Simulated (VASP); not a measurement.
# ZrIn2Se3 (P4/mmm) in VASP: notebook

Runs on ZrIn2Se3. Level: PBE. Tasks: relaxation of cell and atoms, single point.

All numbers are computed with VASP 6.6.1; they aren't measurements. Logs are shortened: lines on timing, memory, paths and dates and some standing lists are left out, and cuts for length are marked.

## Step 1: The cell of the first run

It takes space group P4/mmm (No. 123, tetragonal). The conventional cell has a = 3.516 Å, b = 3.516 Å, c = 11.246 Å, α = 90.00°, β = 90.00°, γ = 90.00°. Within 3.9 Å of Zr (site symmetry 4/mmm) lie 8 Se at 2.92 Å and 4 Zr at 3.52 Å and 2 In at 3.84 Å. Within 4.0 Å of In (site symmetry 4mm) lie 8 Se at 3.06 to 3.40 Å and 5 In at 3.52 to 3.57 Å and 1 Zr at 3.84 Å. Within 3.8 Å of Se (site symmetry 4mm) lie 4 Zr at 2.92 Å and 5 Se at 3.05 to 3.52 Å and 4 In at 3.40 Å. Se (site symmetry 4/mmm) has 8 In at 3.06 Å and 6 Se at 3.52 to 4.10 Å within 4.2 Å.

The cell was built from a structure type or drawn by symmetry, and may not be a known phase.

## Step 2: Relaxation of cell and atoms, PBE

Contents of INCAR:

```
PREC = Accurate
ENCUT = 600
EDIFF = 1E-6
ISMEAR = 0
SIGMA = 0.1
LREAL = F
LASPH = T
NELM = 60
ALGO = Normal
ISIF = 3
LWAVE = F
LCHARG = F
GGA = PE
IBRION = 2
NSW = 100
EDIFFG = -0.01
```

Contents of KPOINTS:

```
Automatic mesh
0
Gamma
  10 10 4
```

Contents of POSCAR:

```
ZrIn2Se3
1.0
    3.5161290294      0.0000000000      0.0000000000
    0.0000000000      3.5161290294      0.0000000000
    0.0000000000      0.0000000000     11.2456888450
Zr In Se
1 2 3
Direct
    0.5000000000      0.5000000000      0.0000000000
    0.5000000000      0.5000000000      0.3410834489
    0.5000000000      0.5000000000      0.6589165511
    0.0000000000      0.0000000000      0.8645926425
    0.0000000000      0.0000000000      0.1354073575
    0.0000000000      0.0000000000      0.5000000000
```

Potentials or basis: VASP PAW PBE potentials, release 64 (Zr_sv, In_d, Se).

Launch:

```console
$ cat potpaw_PBE.64/Zr_sv/POTCAR potpaw_PBE.64/In_d/POTCAR potpaw_PBE.64/Se/POTCAR > POTCAR
$ mpirun -np 1 vasp_std > vasp.out
```

OUTCAR:

```text
PREC = Accurate
   ENCUT = 600
   EDIFF = 1E-6
   ISMEAR = 0
   LREAL = F
   LASPH = T
   NELM = 60
   ISIF = 3
   GGA = PE
   IBRION = 2
   NSW = 100
   EDIFFG = -0.01

 ion  position               nearest neighbor table
   1  0.500  0.500  0.000-   4 2.92   5 2.92   4 2.92   5 2.92   4 2.92   5 2.92   4 2.92   5 2.92
                             2 3.84   3 3.84
   2  0.500  0.500  0.341-   6 3.06   6 3.06   6 3.06   6 3.06   5 3.40   5 3.40   5 3.40   5 3.40
                             3 3.57   1 3.84
   3  0.500  0.500  0.659-   6 3.06   6 3.06   6 3.06   6 3.06   4 3.40   4 3.40   4 3.40   4 3.40
                             2 3.57   1 3.84
   4  0.000  0.000  0.865-   1 2.92   1 2.92   1 2.92   1 2.92   3 3.40   3 3.40   3 3.40   3 3.40

   5  0.000  0.000  0.135-   1 2.92   1 2.92   1 2.92   1 2.92   2 3.40   2 3.40   2 3.40   2 3.40

   6  0.000  0.000  0.500-   2 3.06   3 3.06   2 3.06   3 3.06   2 3.06   3 3.06   2 3.06   3 3.06

  LATTYP: Found a simple tetragonal cell.
 ALAT       =     3.5161290294
 C/A-ratio  =     3.1983151787

  Lattice vectors:

 A1 = (   3.5161290294,   0.0000000000,   0.0000000000)
 A2 = (   0.0000000000,   3.5161290294,   0.0000000000)
 A3 = (   0.0000000000,   0.0000000000,  11.2456888450)

Analysis of symmetry for initial positions (statically):
=====================================================================
 Subroutine PRICEL returns:
 Original cell was already a primitive cell.

 Routine SETGRP: Setting up the symmetry group for a
 simple tetragonal supercell.

 Subroutine GETGRP returns: Found 16 space group operations
 (whereof 16 operations were pure point group operations)
 out of a pool of 16 trial point group operations.

The static configuration has the point symmetry D_4h.

Analysis of symmetry for dynamics (positions and initial velocities):
=====================================================================
 Subroutine PRICEL returns:
 Original cell was already a primitive cell.

 Routine SETGRP: Setting up the symmetry group for a
 simple tetragonal supercell.

 Subroutine GETGRP returns: Found 16 space group operations
 (whereof 16 operations were pure point group operations)
 out of a pool of 16 trial point group operations.

The dynamic configuration has the point symmetry D_4h.

 Subroutine INISYM returns: Found 16 space group operations
 (whereof 16 operations are pure point group operations),
 and found     1 'primitive' translations

----------------------------------------------------------------------------------------

                                     Primitive cell

  volume of cell :     139.0323

  direct lattice vectors                    reciprocal lattice vectors
     3.516129029  0.000000000  0.000000000     0.284403670  0.000000000  0.000000000
     0.000000000  3.516129029  0.000000000     0.000000000  0.284403670  0.000000000
     0.000000000  0.000000000 11.245688845     0.000000000  0.000000000  0.088922965

  length of vectors
     3.516129029  3.516129029 11.245688845     0.284403670  0.284403670  0.088922965

  position of ions in fractional coordinates (direct lattice)
     0.500000000  0.500000000  0.000000000
     0.500000000  0.500000000  0.341083449
     0.500000000  0.500000000  0.658916551
     0.000000000  0.000000000  0.864592643
     0.000000000  0.000000000  0.135407358
     0.000000000  0.000000000  0.500000000

  ion indices of the primitive-cell ions
   primitive index   ion index
                 1           1
                 2           2
                 3           3
                 4           4
                 5           5
                 6           6

----------------------------------------------------------------------------------------

 KPOINTS: Automatic mesh

Automatic generation of k-mesh.
 Grid dimensions read from file:
 generate k-points for:   10   10    4

 Generating k-lattice:

  Cartesian coordinates                     Fractional coordinates (reciprocal lattice)
     0.028440367  0.000000000  0.000000000     0.100000000  0.000000000  0.000000000
     0.000000000  0.028440367  0.000000000     0.000000000  0.100000000  0.000000000
     0.000000000  0.000000000  0.022230741     0.000000000  0.000000000  0.250000000

  Length of vectors
     0.028440367  0.028440367  0.022230741

  Shift w.r.t. Gamma in fractional coordinates (k-lattice)
     0.000000000  0.000000000  0.000000000

 Subroutine IBZKPT returns following result:
 ===========================================

 Found     63 irreducible k-points:

 Following reciprocal coordinates:
            Coordinates               Weight
  0.000000  0.000000  0.000000      1.000000
  0.100000  0.000000  0.000000      4.000000
  0.200000  0.000000  0.000000      4.000000
  0.300000  0.000000  0.000000      4.000000
  0.400000  0.000000  0.000000      4.000000
  0.500000  0.000000  0.000000      2.000000
[... 16 lines left out ...]
  0.100000  0.000000  0.250000      8.000000
  0.200000  0.000000  0.250000      8.000000
 [... further k-points ...]
   k-points           NKPTS =     63   k-points in BZ     NKDIM =     63   number of bands    NBANDS=     33
   number of dos      NEDOS =    301   number of ions     NIONS =      6
   total plane-waves  NPLWV =  70560
   dimension x,y,z NGX =    28 NGY =   28 NGZ =   90
   dimension x,y,z NGXF=    56 NGYF=   56 NGZF=  180
   ions per type =               1   2   3
   NGX,Y,Z   is equivalent  to a cutoff of  13.24, 13.24, 13.30 a.u.
   NGXF,Y,Z  is equivalent  to a cutoff of  26.48, 26.48, 26.61 a.u.
 SYSTEM =  unknown system
   PREC   = accura    normal or accurate (medium, high low for compatibility)
   ISTART =      0    job   : 0-new  1-cont  2-samecut
   ICHARG =      2    charge: 1-file 2-atom 10-const
   ISPIN  =      1    spin polarized calculation?
   LNONCOLLINEAR =      F non collinear calculations
   LSORBIT =      F    spin-orbit coupling
   LASPH  =      T    aspherical Exc in radial PAW
   ENCUT  =  600.0 eV  44.10 Ry    6.64 a.u.   7.02  7.02 22.46*2*pi/ulx,y,z
   NELM   =     60;   NELMIN=  2; NELMDL= -5     # of ELM steps
   EDIFF  = 0.1E-05   stopping-criterion for ELM
   LREAL  =      F    real-space projection
   EDIFFG = -.1E-01   stopping-criterion for IOM
   NSW    =    100    number of steps for IOM
   IBRION =      2    ionic relax: 0-MD 1-quasi-New 2-CG
   NFREE  =      1    steps in history (QN), initial steepest desc. (CG)
   ISIF   =      3    stress and relaxation
   ISYM   =      2    0-nonsym 1-usesym 2-fastsym
   POTIM  = 0.5000    time-step for ionic-motion
   TEBEG  =    0.0;   TEEND  =   0.0 temperature during run
   PSTRESS=    0.0 pullay stress
   NELECT =      56.0000    total number of electrons
   NUPDOWN=      -1.0000    fix difference up-down
   EMIN   =  10.00;   EMAX   =-10.00  energy-range for DOS
   EFERMI =   0.00;   METHOD = LEGACY
   ISMEAR =     0;   SIGMA  =   0.10  broadening in eV -4-tet -1-fermi 0-gaus
   EFERMI_NEDOS =   21; number of points for ismear=-14 and -15
   IALGO  =     38    algorithm
   IMIX   =      4    mixing-type and parameters
     AMIX     =   0.40;   BMIX     =  1.00
     AMIX_MAG =   1.60;   BMIX_MAG =  1.00
  volume/ion in A,a.u.               =      23.17       156.37
  Fermi-wavevector in a.u.,A,eV,Ry     =   1.209017  2.284710 19.887925  1.461721
  Thomas-Fermi vector in A             =   2.344607
   LORBIT       =      0    0 simple, 1 ext, 2 COOP (PROOUT), +10 PAW based schemes
   GGA     = PE    functional components
   LHFCALC =     F    Hartree Fock is set to
   AEXX    =    0.0000 exact exchange contribution
   IVDW    =     0    specifies the selected vdW correction
   LEPSILON=     F    determine dielectric tensor
   LRPA    =     F    only Hartree local field effects (RPA)
 conjugate gradient relaxation of ions
 non-spin polarized calculation
 Gauss-broadening in eV      SIGMA  =   0.10
  energy-cutoff  :      600.00
  volume of cell :      139.03
 maximum number of plane-waves:      4672
   NGX = 15   NGY = 15   NGZ = 45

--------------------------------------- Ionic step        1  -------------------------------------------

 number of electron      56.0000004 magnetization

 Free energy of the ion-electron system (eV)
  ---------------------------------------------------
  ext. energy  EPLUGINS =         0.00000000
  ---------------------------------------------------
  free energy    TOTEN  =       -27.88451719 eV

  energy without entropy =      -27.86988233  energy(sigma->0) =      -27.87719976

------------------------ aborting loop because EDIFF is reached ----------------------------------------

  FORCE on cell =-STRESS in cart. coord.  units (eV):
  Direction    XX          YY          ZZ          XY          YZ          ZX
  --------------------------------------------------------------------------------------
  -------------------------------------------------------------------------------------
  Total        0.1236989      0.1236989      0.0537911      0.0000000      0.0000000     -0.0000000
  in kB        1.4254783      1.4254783      0.6198763      0.0000000      0.0000000     -0.0000000
  external PRESSURE =       1.1569443 kB  Pullay stress =       0.0000000 kB
[... 305 lines left out ...]
  energy  without entropy=      -27.8713073985  energy(sigma->0) =      -27.87862381

--------------------------------------- Ionic step        9  -------------------------------------------

 number of electron      56.0000019 magnetization

 Free energy of the ion-electron system (eV)
  ---------------------------------------------------
  ext. energy  EPLUGINS =         0.00000000
  ---------------------------------------------------
  free energy    TOTEN  =       -27.88595404 eV

  energy without entropy =      -27.87135551  energy(sigma->0) =      -27.87865477

 E-fermi :   6.7259     XC(G=0): -10.3560

 val. band max:        6.7255473632   @ k =   0.5000   0.5000   0.2500
 cond. band min:       6.7372937285   @ k =   0.3000   0.0000   0.5000
 fundamental gap:      0.0117463653
 Fermi energy:         6.7258703223

 k-point     1 :       0.0000    0.0000    0.0000
  band No.  band energies     occupation
      1     -43.0953      2.00000
      2     -21.2015      2.00000
      3     -20.9423      2.00000
      4     -20.9423      2.00000
      5      -7.8604      2.00000
      6      -7.8536      2.00000
[... 853 lines left out ...]
     32       9.1097      0.00000
     33       9.6995      0.00000

 [... further k-points ...]

------------------------ aborting loop because EDIFF is reached ----------------------------------------

  FORCE on cell =-STRESS in cart. coord.  units (eV):
  Direction    XX          YY          ZZ          XY          YZ          ZX
  --------------------------------------------------------------------------------------
  -------------------------------------------------------------------------------------
  Total        0.0318875      0.0318875     -0.0309783      0.0000000     -0.0000000     -0.0000000
  in kB        0.3675039      0.3675039     -0.3570259      0.0000000     -0.0000000     -0.0000000
  external PRESSURE =       0.1259939 kB  Pullay stress =       0.0000000 kB
[... 21 lines left out ...]
  FREE ENERGIE OF THE ION-ELECTRON SYSTEM (eV)
  ---------------------------------------------------
  free  energy   TOTEN  =       -27.8859540372 eV

  energy  without entropy=      -27.8713555061  energy(sigma->0) =      -27.87865477

 reached required accuracy - stopping structural energy minimisation
```

Run time: 14 min. Hardware: 1 thread of Intel Xeon 6975P-C (Granite Rapids), shared host; peak memory 0.52 GiB.

Results:

- Free energy: -27.8860 eV
- Relaxed volume: 23.17 Å³/atom
- Relaxed cell: a = 3.517 Å, b = 3.517 Å, c = 11.237 Å, α = 90.00°, β = 90.00°, γ = 90.00°
- Space group after relaxing (to 0.1 Å): P4/mmm (No. 123)
- Energy gained by relaxing: 0.2 meV/atom
- Ionic steps: 9
- Pressure after relaxing: 0.0 GPa
- Largest force after relaxing: 0.006 eV/Å
- Band gap on the k mesh: zero (bands 28 and 29 overlap by 0.83 eV)

Forces on the atoms (eV/Å):
```
Zr   0.000  0.000  0.000
In   0.000  0.000 -0.001
In   0.000  0.000  0.001
Se   0.000  0.000 -0.006
Se   0.000  0.000  0.006
Se   0.000  0.000  0.000
```

Step by step:
| step | energy change (eV) | largest force (eV/Å) | pressure (GPa) | volume (Å³) |
| --- | --- | --- | --- | --- |
| 1 | 0.0000 | 0.0775 | 0.12 | 139.03 |
| 2 | -0.0006 | 0.0540 | -0.05 | 139.37 |
| 3 | -0.0007 | 0.0400 | -0.16 | 139.57 |
| 4 | -0.0011 | 0.0253 | -0.10 | 139.40 |
| 5 | -0.0014 | 0.0159 | -0.03 | 139.22 |
| 6 | -0.0014 | 0.0210 | -0.03 | 139.17 |
| 7 | -0.0014 | 0.0230 | -0.02 | 139.15 |
| 8 | -0.0014 | 0.0144 | 0.01 | 139.08 |
| 9 | -0.0014 | 0.0058 | 0.01 | 139.02 |

Final structure:
```cif
data_structure
_symmetry_space_group_name_H-M 'P 1'
_symmetry_Int_Tables_number 1
_cell_length_a 3.5173
_cell_length_b 3.5173
_cell_length_c 11.2368
_cell_angle_alpha 90.000
_cell_angle_beta 90.000
_cell_angle_gamma 90.000
_cell_volume 139.02
loop_
_atom_site_label
_atom_site_type_symbol
_atom_site_fract_x
_atom_site_fract_y
_atom_site_fract_z
_atom_site_occupancy
Zr1 Zr 0.50000 0.50000 0.00000 1
In1 In 0.50000 0.50000 0.33957 1
In2 In 0.50000 0.50000 0.66043 1
Se1 Se 0.00000 0.00000 0.86483 1
Se2 Se 0.00000 0.00000 0.13517 1
Se3 Se 0.00000 0.00000 0.50000 1
```

Caveat: spin-orbit coupling is left out, which moves the levels of the heavy elements.

## Step 3: Single point, PBE

Contents of INCAR:

```
SYSTEM = ZrIn2Se3
ALGO = Normal ; EDIFF = 1E-6
ENCUT = 520 ; GGA = PE
ISIF = 2 ; ISMEAR = 0
LASPH = .True. ; LCHARG = .False.
LREAL = .False. ; LWAVE = .False.
NBANDS = 37 ; NELM = 60
PREC = Accurate ; SIGMA = 0.1
```

Contents of KPOINTS:

```
k-points
0
Gamma
  6 6 2
  0 0 0
```

POSCAR is that of step 2.

Potentials or basis: VASP PAW PBE potentials, release 64 (Zr_sv, In_d, Se).

Launch:

```console
$ cat potpaw_PBE.64/Zr_sv/POTCAR potpaw_PBE.64/In_d/POTCAR potpaw_PBE.64/Se/POTCAR > POTCAR
$ mpirun -np 1 vasp_std > vasp.out
```

Wall time 53 s (1 thread of Intel Xeon 6975P-C (Granite Rapids), shared host); peak memory 0.29 GiB.

Results (log left out):

```yaml
Free_energy: -27.8805 eV
Pressure: 0.1 GPa
Largest_force: 0.006 eV/Å
Band_gap_on_the_k_mesh: zero (bands 28 and 29 overlap by 0.55 eV)
```

Forces in eV/Å, atoms in the order of the input:
```
Zr   0.000  0.000  0.000
In   0.000  0.000 -0.005
In   0.000  0.000  0.005
Se   0.000  0.000  0.006
Se   0.000  0.000 -0.006
Se   0.000  0.000  0.000
```

Stress tensor (GPa, compression positive):
```
0.04 0.00 0.00
0.00 0.04 0.00
0.00 0.00 0.22
```

Levels at points of the mesh, in eV from the Fermi level:
| k point | band 24 | band 25 | band 26 | band 27 | band 28 | band 29 | band 30 | band 31 | band 32 | band 33 |
| --- | --- | --- | --- | --- | --- | --- | --- | --- | --- | --- |
| (0.00, 0.00, 0.00) | -1.64 | -1.56 | -1.56 | -1.06 | -1.06 | 0.70 | 1.17 | 1.58 | 1.86 | 3.44 |
| (0.50, 0.00, 0.00) | -2.54 | -1.90 | -1.48 | -0.39 | -0.26 | 0.55 | 0.98 | 1.14 | 1.93 | 2.87 |
| (0.50, 0.50, 0.00) | -4.03 | -3.29 | -2.15 | -1.95 | -0.42 | -0.31 | 0.10 | 0.10 | 2.43 | 2.43 |
| (0.00, 0.00, 0.50) | -1.49 | -1.49 | -1.11 | -1.11 | -0.79 | -0.01 | 0.79 | 1.86 | 2.34 | 3.52 |
| (0.50, 0.00, 0.50) | -2.54 | -2.42 | -0.55 | -0.40 | -0.34 | -0.25 | 0.92 | 1.14 | 2.84 | 3.09 |
| (0.50, 0.50, 0.50) | -4.22 | -3.23 | -2.21 | -1.91 | -0.63 | 0.24 | 0.24 | 0.66 | 0.93 | 1.97 |

Caveat: spin-orbit coupling is left out, which moves the levels of the heavy elements.

## Step 4: Single point, PBE

This run uses another cell than the first one, of 24.30 Å³/atom.

Contents of INCAR:

```
SYSTEM = ZrIn2Se3
PREC = Accurate
ENCUT = 520
EDIFF = 1E-7
ISMEAR = 0
SIGMA = 0.1
LREAL = .False.
LASPH = .True.
NELM = 80
ALGO = Normal
ISIF = 2
LWAVE = .False.
LCHARG = .False.
GGA = PE
NBANDS = 37
```

Contents of KPOINTS:

```
Automatic mesh
0
Gamma
  6 6 2
  0 0 0
```

Contents of POSCAR:

```
ZrIn2Se3
1.0
    3.6381858300      0.0000000000      0.0000000000
    0.0000000000      3.6381858300      0.0000000000
    0.0000000000      0.0000000000     11.0150998600
Zr In Se
1 2 3
Direct
    0.5000000000      0.5000000000      0.0000000000
    0.5000000000      0.5000000000      0.3248246900
    0.5000000000      0.5000000000      0.6751753100
    0.0000000000      0.0000000000      0.8390681100
    0.0000000000      0.0000000000      0.1609318900
    0.0000000000      0.0000000000      0.5000000000
```

Launch:

```console
$ cat potpaw_PBE.64/Zr_sv/POTCAR potpaw_PBE.64/In_d/POTCAR potpaw_PBE.64/Se/POTCAR > POTCAR
$ mpirun -np 1 vasp_std > vasp.out
```

Run time: 66 s. Hardware: 1 thread of Intel Xeon 6975P-C (Granite Rapids), shared host; peak memory 0.29 GiB.

The run converged. Its results:

```
Free energy            : -27.0072 eV
Pressure               : -5.0 GPa
Largest force          : 1.914 eV/Å
Band gap on the k mesh : zero (bands 28 and 29 overlap by 0.93 eV)
```

Forces in eV/Å, atoms in the order of the input:
```
Zr   0.000  0.000  0.000
In   0.000  0.000  0.761
In   0.000  0.000 -0.761
Se   0.000  0.000  1.914
Se   0.000  0.000 -1.914
Se   0.000  0.000  0.000
```

Stress tensor (GPa, compression positive):
```
-4.12  0.00  0.00
 0.00 -4.12  0.00
 0.00  0.00 -6.75
```

Levels at points of the mesh, in eV from the Fermi level:
```csv
k point,band 24,band 25,band 26,band 27,band 28,band 29,band 30,band 31,band 32,band 33
"(0.00, 0.00, 0.00)",-1.70,-1.70,-1.22,-0.61,-0.61,-0.14,0.33,1.74,1.83,2.40
"(0.50, 0.00, 0.00)",-1.91,-1.61,-1.34,-0.77,-0.02,0.82,1.03,1.46,1.63,2.24
"(0.50, 0.50, 0.00)",-3.20,-3.20,-2.59,-2.26,-0.50,-0.45,0.26,0.26,2.36,2.36
"(0.00, 0.00, 0.50)",-1.61,-1.22,-0.79,-0.69,-0.67,-0.67,0.65,1.78,1.83,2.48
"(0.50, 0.00, 0.50)",-1.96,-1.90,-0.77,-0.41,-0.01,0.32,0.80,1.03,2.23,2.28
"(0.50, 0.50, 0.50)",-3.31,-3.22,-2.92,-1.41,-1.38,0.62,0.75,0.75,0.76,1.31
```

Caveat: the cell stands under tension; spin-orbit coupling is left out, which moves the levels of the heavy elements; forces of over 1 eV/Å act on the atoms, so gaps and moduli don't describe the material at rest.

## Step 5: Overview

| task | cell | k mesh | cutoff (eV) | gap on the mesh (eV) | pressure (GPa) | largest force (eV/Å) |
| --- | --- | --- | --- | --- | --- | --- |
| relaxation of cell and atoms | relaxed from a = 3.516, b = 3.516, c = 11.246 Å, 6 atoms, atomic positions A | 10 × 10 × 4 | 600 | none | 0.0 | 0.01 |
| single point | a = 3.516, b = 3.516, c = 11.246 Å, 6 atoms, atomic positions A | 6 × 6 × 2 | 520 | none | 0.1 | 0.01 |
| single point | a = 3.638, b = 3.638, c = 11.015 Å, 6 atoms, atomic positions B | 6 × 6 × 2 | 520 | none | -5.0 | 1.91 |

Alike in all rows: level PBE; potentials or basis VASP PAW PBE potentials, release 64 (Zr_sv, In_d, Se); no spin polarisation; smearing gaussian 0.1 eV.

Caveats: spin-orbit coupling is left out, which moves the levels of the heavy elements; the cell stands under tension (at least some runs); forces of over 1 eV/Å act on the atoms, so gaps and moduli don't describe the material at rest (at least some runs).

Absolute energies hang on the potentials; compare differences alone.
